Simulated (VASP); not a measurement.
# LaNb2N2 (P6/mmm) in VASP: further runs

LaNb2N2 is run at these levels: PBE; tasks: single point.

Everything below comes from runs of VASP 6.6.1. Logs are shortened: lines on timing, memory, paths and dates and some standing lists are left out, and cuts for length are marked.

## Step 1: The cell of the first run

The structure is hexagonal, space group P6/mmm (No. 191). The conventional cell has a = 3.806 Å, b = 3.806 Å, c = 6.653 Å, α = 90.00°, β = 90.00°, γ = 120.00°. La (site symmetry 6/mmm) has 2 N at 2.53 Å within 3.3 Å. Within 2.9 Å of Nb (site symmetry -6m2) lie 3 Nb at 2.20 Å and 6 N at 2.34 Å. Within 2.1 Å of N (site symmetry 6mm) lie 1 N at 1.60 Å.

## Step 2: Single point, PBE

INCAR reads:

```
SYSTEM = LaNb2N2
PREC = Accurate
ENCUT = 520
EDIFF = 1E-6
ISMEAR = 0
SIGMA = 0.1
LREAL = .False.
LASPH = .True.
NELM = 60
ALGO = Normal
ISIF = 2
LWAVE = .False.
LCHARG = .False.
GGA = PE
NBANDS = 32
```

KPOINTS reads:

```
regular mesh
0
Gamma
  6 6 4
  0 0 0
```

POSCAR reads:

```
LaNb2N2
1.0
    3.8056112300      0.0000000000      0.0000000000
   -1.9028056200      3.2957560000      0.0000000000
    0.0000000000      0.0000000000      6.6531006900
La Nb N
1 2 2
Direct
    0.0000000000      0.0000000000      0.5000000000
    0.3333333300      0.6666666700      0.0000000000
    0.6666666700      0.3333333300      0.0000000000
    0.0000000000      0.0000000000      0.8798104200
    0.0000000000      0.0000000000      0.1201895800
```

Potentials or basis: VASP PAW PBE potentials, release 64 (La, Nb_sv, N).

On the command line:

```
$ cat potpaw_PBE.64/La/POTCAR potpaw_PBE.64/Nb_sv/POTCAR potpaw_PBE.64/N/POTCAR > POTCAR
$ mpirun -np 1 vasp_std > vasp.out
```

OUTCAR:

```text
SYSTEM = LaNb2N2
   PREC = Accurate
   ENCUT = 520
   EDIFF = 1E-6
   ISMEAR = 0
   LREAL = .False.
   LASPH = .True.
   NELM = 60
   ISIF = 2
   GGA = PE

 ion  position               nearest neighbor table
   1  0.000  0.000  0.500-   4 2.53   5 2.53
   2  0.333  0.667  0.000-   3 2.20   3 2.20   3 2.20   5 2.34   4 2.34   5 2.34   4 2.34   5 2.34
                             4 2.34
   3  0.667  0.333  0.000-   2 2.20   2 2.20   2 2.20   5 2.34   4 2.34   4 2.34   5 2.34   4 2.34
                             5 2.34
   4  0.000  0.000  0.880-   5 1.60   3 2.34   2 2.34   3 2.34   2 2.34   3 2.34   2 2.34   1 2.53

   5  0.000  0.000  0.120-   4 1.60   3 2.34   2 2.34   3 2.34   2 2.34   3 2.34   2 2.34   1 2.53

  LATTYP: Found a hexagonal cell.
 ALAT       =     3.8056112300
 C/A-ratio  =     1.7482344590

  Lattice vectors:

 A1 = (   3.8056112300,   0.0000000000,   0.0000000000)
 A2 = (  -1.9028056200,   3.2957560000,   0.0000000000)
 A3 = (   0.0000000000,   0.0000000000,   6.6531006900)

Analysis of symmetry for initial positions (statically):
=====================================================================
 Subroutine PRICEL returns:
 Original cell was already a primitive cell.

 Routine SETGRP: Setting up the symmetry group for a
 hexagonal supercell.

 Subroutine GETGRP returns: Found 24 space group operations
 (whereof 24 operations were pure point group operations)
 out of a pool of 24 trial point group operations.

The static configuration has the point symmetry D_6h.

Analysis of symmetry for dynamics (positions and initial velocities):
=====================================================================
 Subroutine PRICEL returns:
 Original cell was already a primitive cell.

 Routine SETGRP: Setting up the symmetry group for a
 hexagonal supercell.

 Subroutine GETGRP returns: Found 24 space group operations
 (whereof 24 operations were pure point group operations)
 out of a pool of 24 trial point group operations.

The dynamic configuration has the point symmetry D_6h.

 Subroutine INISYM returns: Found 24 space group operations
 (whereof 24 operations are pure point group operations),
 and found     1 'primitive' translations

----------------------------------------------------------------------------------------

                                     Primitive cell

  volume of cell :      83.4456

  direct lattice vectors                    reciprocal lattice vectors
     3.805611230  0.000000000  0.000000000     0.262769878  0.151710261  0.000000000
    -1.902805620  3.295756000  0.000000000     0.000000000  0.303420520  0.000000000
     0.000000000  0.000000000  6.653100690     0.000000000  0.000000000  0.150305857

  length of vectors
     3.805611230  3.805611231  6.653100690     0.303420520  0.303420520  0.150305857

  position of ions in fractional coordinates (direct lattice)
     0.000000000  0.000000000  0.500000000
     0.333333330  0.666666670  0.000000000
     0.666666670  0.333333330  0.000000000
     0.000000000  0.000000000  0.879810420
     0.000000000  0.000000000  0.120189580

  ion indices of the primitive-cell ions
   primitive index   ion index
                 1           1
                 2           2
                 3           3
                 4           4
                 5           5

----------------------------------------------------------------------------------------

 KPOINTS: regular mesh

Automatic generation of k-mesh.
 Grid dimensions read from file:
 generate k-points for:    6    6    4

 Generating k-lattice:

  Cartesian coordinates                     Fractional coordinates (reciprocal lattice)
     0.043794980  0.025285043  0.000000000     0.166666667 -0.000000000  0.000000000
     0.000000000  0.050570087  0.000000000     0.000000000  0.166666667  0.000000000
     0.000000000  0.000000000  0.037576464     0.000000000  0.000000000  0.250000000

  Length of vectors
     0.050570087  0.050570087  0.037576464

  Shift w.r.t. Gamma in fractional coordinates (k-lattice)
     0.000000000  0.000000000  0.000000000

 Subroutine IBZKPT returns following result:
 ===========================================

 Found     21 irreducible k-points:

 Following reciprocal coordinates:
            Coordinates               Weight
  0.000000  0.000000  0.000000      1.000000
  0.166667  0.000000  0.000000      6.000000
  0.333333 -0.000000  0.000000      6.000000
  0.500000  0.000000  0.000000      3.000000
  0.166667  0.166667  0.000000      6.000000
  0.333333  0.166667  0.000000     12.000000
[... 13 lines left out ...]
  0.333333  0.166667  0.500000     12.000000
  0.333333  0.333333  0.500000      2.000000
   k-points           NKPTS =     21   k-points in BZ     NKDIM =     21   number of bands    NBANDS=     32
   number of dos      NEDOS =    301   number of ions     NIONS =      5
   total plane-waves  NPLWV =  39200
   dimension x,y,z NGX =    28 NGY =   28 NGZ =   50
   dimension x,y,z NGXF=    56 NGYF=   56 NGZF=  100
   ions per type =               1   2   2
   NGX,Y,Z   is equivalent  to a cutoff of  12.23, 12.23, 12.49 a.u.
   NGXF,Y,Z  is equivalent  to a cutoff of  24.46, 24.46, 24.99 a.u.
 SYSTEM =  LaNb2N2
   PREC   = accura    normal or accurate (medium, high low for compatibility)
   ISTART =      0    job   : 0-new  1-cont  2-samecut
   ICHARG =      2    charge: 1-file 2-atom 10-const
   ISPIN  =      1    spin polarized calculation?
   LNONCOLLINEAR =      F non collinear calculations
   LSORBIT =      F    spin-orbit coupling
   LASPH  =      T    aspherical Exc in radial PAW
   ENCUT  =  520.0 eV  38.22 Ry    6.18 a.u.   7.08  7.08 12.37*2*pi/ulx,y,z
   NELM   =     60;   NELMIN=  2; NELMDL= -5     # of ELM steps
   EDIFF  = 0.1E-05   stopping-criterion for ELM
   LREAL  =      F    real-space projection
   EDIFFG = 0.1E-04   stopping-criterion for IOM
   NSW    =      0    number of steps for IOM
   IBRION =     -1    ionic relax: 0-MD 1-quasi-New 2-CG
   NFREE  =      0    steps in history (QN), initial steepest desc. (CG)
   ISIF   =      2    stress and relaxation
   ISYM   =      2    0-nonsym 1-usesym 2-fastsym
   POTIM  = 0.5000    time-step for ionic-motion
   TEBEG  =    0.0;   TEEND  =   0.0 temperature during run
   PSTRESS=    0.0 pullay stress
   NELECT =      47.0000    total number of electrons
   NUPDOWN=      -1.0000    fix difference up-down
   EMIN   =  10.00;   EMAX   =-10.00  energy-range for DOS
   EFERMI =   0.00;   METHOD = LEGACY
   ISMEAR =     0;   SIGMA  =   0.10  broadening in eV -4-tet -1-fermi 0-gaus
   EFERMI_NEDOS =   21; number of points for ismear=-14 and -15
   IALGO  =     38    algorithm
   IMIX   =      4    mixing-type and parameters
     AMIX     =   0.40;   BMIX     =  1.00
     AMIX_MAG =   1.60;   BMIX_MAG =  1.00
  volume/ion in A,a.u.               =      16.69       112.62
  Fermi-wavevector in a.u.,A,eV,Ry     =   1.351988  2.554887 24.869713  1.827872
  Thomas-Fermi vector in A             =   2.479364
   LORBIT       =      0    0 simple, 1 ext, 2 COOP (PROOUT), +10 PAW based schemes
   GGA     = PE    functional components
   LHFCALC =     F    Hartree Fock is set to
   AEXX    =    0.0000 exact exchange contribution
   IVDW    =     0    specifies the selected vdW correction
   LEPSILON=     F    determine dielectric tensor
   LRPA    =     F    only Hartree local field effects (RPA)
 non-spin polarized calculation
 Gauss-broadening in eV      SIGMA  =   0.10
  energy-cutoff  :      520.00
  volume of cell :       83.45
 maximum number of plane-waves:      2275
   NGX = 15   NGY = 15   NGZ = 25

 number of electron      46.9999999 magnetization

 Free energy of the ion-electron system (eV)
  ---------------------------------------------------
  ext. energy  EPLUGINS =         0.00000000
  ---------------------------------------------------
  free energy    TOTEN  =       -35.32244169 eV

  energy without entropy =      -35.31142497  energy(sigma->0) =      -35.31693333

 E-fermi :  10.0333     XC(G=0): -11.1531

 val. band max:       10.0188890509   @ k =   0.1667   0.1667   0.5000
 cond. band min:      10.0772039032   @ k =   0.1667   0.0000   0.0000
 fundamental gap:      0.0583148523
 Fermi energy:        10.0333240526

 k-point     1 :       0.0000    0.0000    0.0000
  band No.  band energies     occupation
      1     -45.8220      2.00000
      2     -43.6868      2.00000
      3     -23.4187      2.00000
      4     -23.4187      2.00000
      5     -22.9259      2.00000
      6     -21.5707      2.00000
[... 24 lines left out ...]
     31      11.9250      0.00000
     32      12.0649      0.00000

 k-point     2 :       0.1667    0.0000    0.0000
  band No.  band energies     occupation
      1     -45.7110      2.00000
      2     -43.8322      2.00000
      3     -23.5380      2.00000
      4     -23.2314      2.00000
      5     -22.8994      2.00000
      6     -21.4810      2.00000
[... 24 lines left out ...]
     31      12.0030      0.00000
     32      12.1111      0.00000

 k-point     3 :       0.3333   -0.0000    0.0000
  band No.  band energies     occupation
      1     -45.4176      2.00000
      2     -44.1936      2.00000
      3     -23.7509      2.00000
      4     -22.8750      2.00000
      5     -22.8171      2.00000
      6     -21.2476      2.00000
[... 24 lines left out ...]
     31      12.0491      0.00000
     32      12.1001      0.00000

 k-point     4 :       0.5000    0.0000    0.0000
  band No.  band energies     occupation
      1     -45.1740      2.00000
      2     -44.4707      2.00000
      3     -23.8474      2.00000
      4     -22.8283      2.00000
      5     -22.6399      2.00000
      6     -21.0574      2.00000
[... 549 lines left out ...]
     31      12.0546      0.00000
     32      12.1262      0.00000

 k-point    20 :       0.3333    0.1667    0.5000
  band No.  band energies     occupation
      1     -45.1746      2.00000
      2     -44.4700      2.00000
      3     -24.0112      2.00000
      4     -22.8189      2.00000
      5     -22.2819      2.00000
      6     -21.0588      2.00000
[... 24 lines left out ...]
     31      12.1036      0.00000
     32      12.1633      0.00000

 k-point    21 :       0.3333    0.3333    0.5000
  band No.  band energies     occupation
      1     -44.8305      2.00000
      2     -44.8305      2.00000
      3     -24.1803      2.00000
      4     -22.8050      2.00000
      5     -21.3279      2.00000
      6     -21.3279      2.00000
[... 24 lines left out ...]
     31      12.0941      0.00000
     32      12.1051      0.00000

------------------------ aborting loop because EDIFF is reached ----------------------------------------

  FORCE on cell =-STRESS in cart. coord.  units (eV):
  Direction    XX          YY          ZZ          XY          YZ          ZX
  --------------------------------------------------------------------------------------
  -------------------------------------------------------------------------------------
  Total       29.0701974     29.0701974     -9.7514373     -0.0000000      0.0000000      0.0000000
  in kB      558.1552272    558.1552264   -187.2300912     -0.0000008      0.0000000      0.0000000
  external PRESSURE =     309.6934541 kB  Pullay stress =       0.0000000 kB

 VOLUME and BASIS-vectors are now :
 -----------------------------------------------------------------------------
  energy-cutoff  :      520.00
  volume of cell :       83.45
      direct lattice vectors                 reciprocal lattice vectors
     3.805611230  0.000000000  0.000000000     0.262769878  0.151710261  0.000000000
    -1.902805620  3.295756000  0.000000000     0.000000000  0.303420520  0.000000000
     0.000000000  0.000000000  6.653100690     0.000000000  0.000000000  0.150305857

 POSITION                                       TOTAL-FORCE (eV/Angst)
 -----------------------------------------------------------------------------------
      0.00000      0.00000      3.32655         0.000000      0.000000     -0.000000
     -0.00000      2.19717      0.00000         0.000000      0.000000     -0.000000
      1.90281      1.09859      0.00000        -0.000000      0.000000     -0.000000
      0.00000      0.00000      5.85347         0.000000     -0.000000      0.859925
      0.00000      0.00000      0.79963        -0.000000      0.000000     -0.859925
 -----------------------------------------------------------------------------------
    total drift:                                0.000000      0.000000     -0.000000

  FREE ENERGIE OF THE ION-ELECTRON SYSTEM (eV)
  ---------------------------------------------------
  free  energy   TOTEN  =       -35.3224416865 eV

  energy  without entropy=      -35.3114249716  energy(sigma->0) =      -35.31693333
```

Run time: 31 s. Hardware: 1 thread of Intel Xeon 6975P-C (Granite Rapids), shared host; peak memory 0.22 GiB.

What came out:

```
Free energy   : -35.3224 eV
Pressure      : 31.0 GPa
Largest force : 0.860 eV/Å
```

Forces on the atoms (eV/Å):
```
La   0.000  0.000  0.000
Nb   0.000  0.000  0.000
Nb   0.000  0.000  0.000
N    0.000  0.000  0.860
N    0.000  0.000 -0.860
```

Stress tensor (GPa, compression positive):
```
 55.82   0.00   0.00
  0.00  55.82   0.00
  0.00   0.00 -18.72
```

Caveat: spin-orbit coupling is left out, which moves the levels of the heavy elements.

(Continued in part 2 of 2.)
